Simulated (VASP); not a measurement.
Wanted: the native input for a VASP 6.6.1 run.

```
Task                   : relaxation of cell and atoms
Functional             : PBEsol
Potentials or basis    : VASP PAW PBE potentials, release 64 (W_sv, Sb)
Cutoff                 : 600 eV
k mesh                 : 10 × 10 × 6
Occupations            : gaussian, width 0.05 eV
Spin                   : no spin polarisation
Dipole correction      : no
Further INCAR settings : ALGO = Normal; EDIFF = 1e-07; IBRION = 2; EDIFFG = -0.01; NSW = 80; ISIF = 3
```

The structure of SbW lies in POSCAR:

```
SbW
1.0
    4.0791694105      0.0000000000      0.0000000000
   -2.0395847052      3.5326643358      0.0000000000
    0.0000000000      0.0000000000      5.6853635000
W Sb
2 2
Direct
    0.0000000000      0.0000000000      0.0000000000
    0.0000000000      0.0000000000      0.5000000000
    0.3333333333      0.6666666667      0.2500000000
    0.6666666667      0.3333333333      0.7500000000
```

The input as run:

INCAR

```
PREC = Accurate
ENCUT = 600
EDIFF = 1E-7
ISMEAR = 0
SIGMA = 0.05
LREAL = False
LASPH = True
NELM = 80
ALGO = Normal
ISIF = 3
LWAVE = False
LCHARG = False
GGA = PS
IBRION = 2
NSW = 80
EDIFFG = -0.01
```

KPOINTS

```
regular mesh
0
Gamma
  10 10 6
```

Potentials or basis: VASP PAW PBE potentials, release 64 (W_sv, Sb).

Command:

```sh
$ cat potpaw_PBE.64/W_sv/POTCAR potpaw_PBE.64/Sb/POTCAR > POTCAR
$ mpirun -np 1 vasp_std > vasp.out
```

Results of the run:

| Item | Value |
| --- | --- |
| Relaxed volume | 21.13 Å³/atom |
| Relaxed cell | a = 4.344 Å, b = 4.344 Å, c = 5.174 Å, α = 90.00°, β = 90.00°, γ = 120.00° |
| Space group after relaxing (to 0.1 Å) | P6_3/mmc (No. 194) |
| Energy gained by relaxing | 130.2 meV/atom |
| Ionic steps | 11 |
| Pressure after relaxing | 0.0 GPa |
| Band gap on the k mesh | zero (bands 19 and 20 overlap by 1.50 eV) |

Caveat: the PAW data sets were made with another functional, which shifts forces and pressure a little; spin-orbit coupling is left out, which moves the levels of the heavy elements.

Run time: 9.5 min on 1 thread of Intel(R) Xeon(R) Platinum 8559C (Emerald Rapids), with other jobs on the host, peak memory 0.31 GiB.
